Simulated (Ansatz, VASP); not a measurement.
**Si in VASP and in Ansatz**

```
Si
1.0
     0.00000    2.75160    2.75160
     2.75160    0.00000    2.75160
     2.75160    2.75160    0.00000
Si
2
Direct
  0.50000 0.50000 0.50000
  0.75000 0.75000 0.75000
```

Alike in both runs: task single point; functional RPBE; k mesh 9 × 9 × 9; occupations fermi-dirac, width 0.05 eV; no spin polarisation.

|  | VASP | Ansatz |
| --- | --- | --- |
| version | VASP 6.6.1 | Ansatz 0.2.0 |
| potentials or method | VASP PAW PBE potentials, release 64 (Si), cutoff 520 eV | plane waves (420 eV) with PAW, scalar-relativistic |
| valence electrons in the cell | 8 | 8 |

```tsv
	VASP	Ansatz	Ansatz less VASP
pressure (GPa)	-0.3	0.0	+0.22
```

VASP's potentials were made for PBE, not for RPBE. The functional is the same, so the differences come from potentials, cutoffs and numerics.
